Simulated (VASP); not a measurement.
# SnTe3 (Im-3m) in VASP: notebook

The runs below take SnTe3 through single point, with PBE.

Everything below comes from runs of VASP 6.6.1. Logs are shortened: lines on timing, memory, paths and dates and some standing lists are left out, and cuts for length are marked.

**1. The cell of the first run**

It takes space group Im-3m (No. 229, cubic). Conventional cell: a = 6.542 Å, b = 6.542 Å, c = 6.542 Å, α = 90.00°, β = 90.00°, γ = 90.00°. Within 4.3 Å of Sn (site symmetry m-3m) lie 6 Te at 3.27 Å. Within 4.3 Å of Te (site symmetry 4/mmm) lie 2 Sn at 3.27 Å and 4 Te at 3.27 Å.

**2. Single point, PBE (35.00 Å³/atom)**

File INCAR:

```
SYSTEM = SnTe3
ALGO = Normal
EDIFF = 1E-6
ENCUT = 520
GGA = PE
ISIF = 2
ISMEAR = 0
LASPH = .True.
LCHARG = .False.
LREAL = .False.
LWAVE = .False.
NBANDS = 24
NELM = 80
PREC = Accurate
SIGMA = 0.1
```

File KPOINTS:

```
k-points
0
Gamma
  10 10 10
  0 0 0
```

File POSCAR:

```
SnTe3
1.0
   -3.2712201129      3.2712201129      3.2712201129
    3.2712201129     -3.2712201129      3.2712201129
    3.2712201129      3.2712201129     -3.2712201129
Sn Te
1 3
Direct
    0.0000000000      0.0000000000      0.0000000000
    0.0000000000      0.5000000000      0.5000000000
    0.5000000000      0.0000000000      0.5000000000
    0.5000000000      0.5000000000      0.0000000000
```

Potentials or basis: VASP PAW PBE potentials, release 64 (Sn_d, Te).

Command:

```bash
$ cat potpaw_PBE.64/Sn_d/POTCAR potpaw_PBE.64/Te/POTCAR > POTCAR
$ mpirun -np 1 vasp_std > vasp.out
```

OUTCAR:

```text
SYSTEM = SnTe3
   EDIFF = 1E-6
   ENCUT = 520
   GGA = PE
   ISIF = 2
   ISMEAR = 0
   LASPH = .True.
   LREAL = .False.
   NELM = 80
   PREC = Accurate

 ion  position               nearest neighbor table
   1  0.000  0.000  0.000-   2 3.27   3 3.27   4 3.27   2 3.27   3 3.27   4 3.27
   2  0.000  0.500  0.500-   1 3.27   3 3.27   4 3.27   1 3.27   4 3.27   3 3.27
   3  0.500  0.000  0.500-   1 3.27   2 3.27   4 3.27   4 3.27   1 3.27   2 3.27
   4  0.500  0.500  0.000-   1 3.27   2 3.27   3 3.27   3 3.27   2 3.27   1 3.27

  LATTYP: Found a body centered cubic cell.
 ALAT       =     6.5424402258

  Lattice vectors:

 A1 = (  -3.2712201129,   3.2712201129,   3.2712201129)
 A2 = (   3.2712201129,  -3.2712201129,   3.2712201129)
 A3 = (   3.2712201129,   3.2712201129,  -3.2712201129)

Analysis of symmetry for initial positions (statically):
=====================================================================
 Subroutine PRICEL returns:
 Original cell was already a primitive cell.

 Routine SETGRP: Setting up the symmetry group for a
 body centered cubic supercell.

 Subroutine GETGRP returns: Found 48 space group operations
 (whereof 48 operations were pure point group operations)
 out of a pool of 48 trial point group operations.

The static configuration has the point symmetry O_h .

Analysis of symmetry for dynamics (positions and initial velocities):
=====================================================================
 Subroutine PRICEL returns:
 Original cell was already a primitive cell.

 Routine SETGRP: Setting up the symmetry group for a
 body centered cubic supercell.

 Subroutine GETGRP returns: Found 48 space group operations
 (whereof 48 operations were pure point group operations)
 out of a pool of 48 trial point group operations.

The dynamic configuration has the point symmetry O_h .

 Subroutine INISYM returns: Found 48 space group operations
 (whereof 48 operations are pure point group operations),
 and found     1 'primitive' translations

----------------------------------------------------------------------------------------

                                     Primitive cell

  volume of cell :     140.0197

  direct lattice vectors                    reciprocal lattice vectors
    -3.271220113  3.271220113  3.271220113     0.000000000  0.152848168  0.152848168
     3.271220113 -3.271220113  3.271220113     0.152848168  0.000000000  0.152848168
     3.271220113  3.271220113 -3.271220113     0.152848168  0.152848168  0.000000000

  length of vectors
     5.665919438  5.665919438  5.665919438     0.216159952  0.216159952  0.216159952

  position of ions in fractional coordinates (direct lattice)
     0.000000000  0.000000000  0.000000000
     0.000000000  0.500000000  0.500000000
     0.500000000  0.000000000  0.500000000
     0.500000000  0.500000000  0.000000000

  ion indices of the primitive-cell ions
   primitive index   ion index
                 1           1
                 2           2
                 3           3
                 4           4

----------------------------------------------------------------------------------------

 KPOINTS: k-points

Automatic generation of k-mesh.
 Grid dimensions read from file:
 generate k-points for:   10   10   10

 Generating k-lattice:

  Cartesian coordinates                     Fractional coordinates (reciprocal lattice)
     0.000000000  0.015284817  0.015284817     0.100000000  0.000000000  0.000000000
     0.015284817  0.000000000  0.015284817     0.000000000  0.100000000  0.000000000
     0.015284817  0.015284817  0.000000000     0.000000000  0.000000000  0.100000000

  Length of vectors
     0.021615995  0.021615995  0.021615995

  Shift w.r.t. Gamma in fractional coordinates (k-lattice)
     0.000000000  0.000000000  0.000000000

 Subroutine IBZKPT returns following result:
 ===========================================

 Found     47 irreducible k-points:

 Following reciprocal coordinates:
            Coordinates               Weight
  0.000000  0.000000  0.000000      1.000000
  0.100000  0.000000  0.000000     12.000000
  0.200000  0.000000  0.000000     12.000000
  0.300000  0.000000  0.000000     12.000000
  0.400000  0.000000  0.000000     12.000000
  0.500000  0.000000  0.000000      6.000000
[... 16 lines left out ...]
  0.300000  0.300000  0.100000      8.000000
 -0.300000  0.300000  0.100000     24.000000
 [... further k-points ...]
   k-points           NKPTS =     47   k-points in BZ     NKDIM =     47   number of bands    NBANDS=     24
   number of dos      NEDOS =    301   number of ions     NIONS =      4
   total plane-waves  NPLWV =  74088
   dimension x,y,z NGX =    42 NGY =   42 NGZ =   42
   dimension x,y,z NGXF=    84 NGYF=   84 NGZF=   84
   ions per type =               1   3
   NGX,Y,Z   is equivalent  to a cutoff of  12.32, 12.32, 12.32 a.u.
   NGXF,Y,Z  is equivalent  to a cutoff of  24.65, 24.65, 24.65 a.u.
 SYSTEM =  SnTe3
   PREC   = accura    normal or accurate (medium, high low for compatibility)
   ISTART =      0    job   : 0-new  1-cont  2-samecut
   ICHARG =      2    charge: 1-file 2-atom 10-const
   ISPIN  =      1    spin polarized calculation?
   LNONCOLLINEAR =      F non collinear calculations
   LSORBIT =      F    spin-orbit coupling
   LASPH  =      T    aspherical Exc in radial PAW
   ENCUT  =  520.0 eV  38.22 Ry    6.18 a.u.  10.53 10.53 10.53*2*pi/ulx,y,z
   NELM   =     80;   NELMIN=  2; NELMDL= -5     # of ELM steps
   EDIFF  = 0.1E-05   stopping-criterion for ELM
   LREAL  =      F    real-space projection
   EDIFFG = 0.1E-04   stopping-criterion for IOM
   NSW    =      0    number of steps for IOM
   IBRION =     -1    ionic relax: 0-MD 1-quasi-New 2-CG
   NFREE  =      0    steps in history (QN), initial steepest desc. (CG)
   ISIF   =      2    stress and relaxation
   ISYM   =      2    0-nonsym 1-usesym 2-fastsym
   POTIM  = 0.5000    time-step for ionic-motion
   TEBEG  =    0.0;   TEEND  =   0.0 temperature during run
   PSTRESS=    0.0 pullay stress
   NELECT =      32.0000    total number of electrons
   NUPDOWN=      -1.0000    fix difference up-down
   EMIN   =  10.00;   EMAX   =-10.00  energy-range for DOS
   EFERMI =   0.00;   METHOD = LEGACY
   ISMEAR =     0;   SIGMA  =   0.10  broadening in eV -4-tet -1-fermi 0-gaus
   EFERMI_NEDOS =   21; number of points for ismear=-14 and -15
   IALGO  =     38    algorithm
   IMIX   =      4    mixing-type and parameters
     AMIX     =   0.40;   BMIX     =  1.00
     AMIX_MAG =   1.60;   BMIX_MAG =  1.00
  volume/ion in A,a.u.               =      35.00       236.22
  Fermi-wavevector in a.u.,A,eV,Ry     =   1.000910  1.891446 13.630602  1.001821
  Thomas-Fermi vector in A             =   2.133298
   LORBIT       =      0    0 simple, 1 ext, 2 COOP (PROOUT), +10 PAW based schemes
   GGA     = PE    functional components
   LHFCALC =     F    Hartree Fock is set to
   AEXX    =    0.0000 exact exchange contribution
   IVDW    =     0    specifies the selected vdW correction
   LEPSILON=     F    determine dielectric tensor
   LRPA    =     F    only Hartree local field effects (RPA)
 non-spin polarized calculation
 Gauss-broadening in eV      SIGMA  =   0.10
  energy-cutoff  :      520.00
  volume of cell :      140.02
 maximum number of plane-waves:      3796
   NGX = 21   NGY = 21   NGZ = 21

 number of electron      31.9999993 magnetization

 Free energy of the ion-electron system (eV)
  ---------------------------------------------------
  ext. energy  EPLUGINS =         0.00000000
  ---------------------------------------------------
  free energy    TOTEN  =       -13.61100937 eV

  energy without entropy =      -13.60469409  energy(sigma->0) =      -13.60785173

 E-fermi :   5.4253     XC(G=0):  -8.9922

 val. band max:        5.3889364247   @ k =   0.3000   0.0000   0.0000
 cond. band min:       5.4498597114   @ k =   0.2000   0.1000   0.1000
 fundamental gap:      0.0609232867
 Fermi energy:         5.4253324967

 k-point     1 :       0.0000    0.0000    0.0000
  band No.  band energies     occupation
      1     -16.0941      2.00000
      2     -16.0941      2.00000
      3     -16.0892      2.00000
      4     -16.0892      2.00000
      5     -16.0892      2.00000
      6      -7.1379      2.00000
[... 16 lines left out ...]
     23      10.5943      0.00000
     24      10.5943      0.00000

 k-point     2 :       0.1000    0.0000    0.0000
  band No.  band energies     occupation
      1     -16.0941      2.00000
      2     -16.0940      2.00000
      3     -16.0892      2.00000
      4     -16.0892      2.00000
      5     -16.0891      2.00000
      6      -7.0890      2.00000
[... 16 lines left out ...]
     23      10.2801      0.00000
     24      10.5310      0.00000

 k-point     3 :       0.2000    0.0000    0.0000
  band No.  band energies     occupation
      1     -16.0941      2.00000
      2     -16.0939      2.00000
      3     -16.0892      2.00000
      4     -16.0891      2.00000
      5     -16.0890      2.00000
      6      -6.9452      2.00000
[... 16 lines left out ...]
     23       9.5738      0.00000
     24      10.3715      0.00000
[... 514 lines left out ...]
 k-point    23 :       0.3000    0.3000    0.1000
  band No.  band energies     occupation
      1     -16.0938      2.00000
      2     -16.0938      2.00000
      3     -16.0892      2.00000
      4     -16.0890      2.00000
      5     -16.0890      2.00000
      6      -5.8046      2.00000
[... 16 lines left out ...]
     23      12.9399      0.00000
     24      12.9399      0.00000

 k-point    24 :      -0.3000    0.3000    0.1000
  band No.  band energies     occupation
      1     -16.0942      2.00000
      2     -16.0939      2.00000
      3     -16.0892      2.00000
      4     -16.0891      2.00000
      5     -16.0889      2.00000
      6      -6.6788      2.00000
[... 16 lines left out ...]
     23      10.3830      0.00000
     24      10.3966      0.00000

 [... further k-points ...]

------------------------ aborting loop because EDIFF is reached ----------------------------------------

  FORCE on cell =-STRESS in cart. coord.  units (eV):
  Direction    XX          YY          ZZ          XY          YZ          ZX
  --------------------------------------------------------------------------------------
  -------------------------------------------------------------------------------------
  Total       -1.9555813     -1.9555813     -1.9555813      0.0000000     -0.0000000      0.0000000
  in kB      -22.3767574    -22.3767574    -22.3767574      0.0000000     -0.0000000      0.0000000
  external PRESSURE =     -22.3767574 kB  Pullay stress =       0.0000000 kB

 VOLUME and BASIS-vectors are now :
 -----------------------------------------------------------------------------
  energy-cutoff  :      520.00
  volume of cell :      140.02
      direct lattice vectors                 reciprocal lattice vectors
    -3.271220113  3.271220113  3.271220113     0.000000000  0.152848168  0.152848168
     3.271220113 -3.271220113  3.271220113     0.152848168  0.000000000  0.152848168
     3.271220113  3.271220113 -3.271220113     0.152848168  0.152848168  0.000000000

 POSITION                                       TOTAL-FORCE (eV/Angst)
 -----------------------------------------------------------------------------------
      0.00000      0.00000      0.00000         0.000000     -0.000000      0.000000
      3.27122      0.00000      0.00000         0.000000     -0.000000      0.000000
      0.00000      3.27122      0.00000        -0.000000      0.000000     -0.000000
      0.00000      0.00000      3.27122         0.000000     -0.000000      0.000000
 -----------------------------------------------------------------------------------
    total drift:                               -0.000000      0.000000     -0.000000

  FREE ENERGIE OF THE ION-ELECTRON SYSTEM (eV)
  ---------------------------------------------------
  free  energy   TOTEN  =       -13.6110093743 eV

  energy  without entropy=      -13.6046940880  energy(sigma->0) =      -13.60785173
```

It took 4 min on 1 thread of Intel Xeon 8259CL, shared host; peak memory 0.35 GiB.

What came out:

| Quantity | Value |
| --- | --- |
| Free energy | -13.6110 eV |
| Pressure | -2.2 GPa |
| Band gap on the k mesh | zero (bands 16 and 17 overlap by 3.12 eV) |

Levels at points of the mesh, in eV from the Fermi level:
```csv
k point,band 13,band 14,band 15,band 16,band 17,band 18,band 19,band 20
"(0.00, 0.00, 0.00)",-3.03,-3.03,-3.03,1.83,1.83,1.83,2.73,2.73
"(0.50, 0.00, 0.00)",-1.71,-1.71,-1.62,-0.74,0.11,1.04,1.20,2.33
"(0.50, 0.50, 0.50)",-2.05,-2.05,-2.05,2.46,2.46,2.46,4.58,4.58
```

Caveat: spin-orbit coupling is left out, which moves the levels of the heavy elements.

**3. Single point, PBE (36.33 Å³/atom)**

This run uses another cell than the first one, of 36.33 Å³/atom.

File INCAR:

```
PREC = Accurate ; ENCUT = 520
EDIFF = 1E-6 ; ISMEAR = 0
SIGMA = 0.1 ; LREAL = F
LASPH = T ; NELM = 60
ALGO = Normal ; ISIF = 2
LWAVE = F ; LCHARG = T
GGA = PE ; LELF = T
LVHAR = T ; NBANDS = 24
```

File KPOINTS:

```
regular mesh
0
Gamma
  10 10 10
```

File POSCAR:

```
SnTe3
1.0
   -3.3118605431      3.3118605431      3.3118605431
    3.3118605431     -3.3118605431      3.3118605431
    3.3118605431      3.3118605431     -3.3118605431
Sn Te
1 3
Direct
    0.0000000000      0.0000000000      0.0000000000
    0.0000000000      0.5000000000      0.5000000000
    0.5000000000      0.0000000000      0.5000000000
    0.5000000000      0.5000000000      0.0000000000
```

Potentials or basis: VASP PAW PBE potentials, release 64 (Sn_d, Te).

Command:

```bash
$ cat potpaw_PBE.64/Sn_d/POTCAR potpaw_PBE.64/Te/POTCAR > POTCAR
$ mpirun -np 1 vasp_std > vasp.out
```

Wall time 5 min (1 thread of Intel Xeon 8259CL, shared host); peak memory 0.41 GiB.

Results (log left out):

| Property | Result |
| --- | --- |
| Free energy | -13.5185 eV |
| Pressure | -3.4 GPa |
| Band gap on the k mesh | zero (bands 16 and 17 overlap by 2.94 eV) |

Levels at points of the mesh, in eV from the Fermi level:
```
           k point  band 14  band 15  band 16  band 17  band 18  band 19
(0.00, 0.00, 0.00)    -2.90    -2.90     1.75     1.75     1.75     2.87
(0.50, 0.00, 0.00)    -1.64    -1.54    -0.72     0.02     1.03     1.16
(0.50, 0.50, 0.50)    -1.97    -1.97     2.32     2.32     2.32     4.39
```

Caveat: the cell stands under tension; spin-orbit coupling is left out, which moves the levels of the heavy elements.

(Part 1 of 2 ends here.)
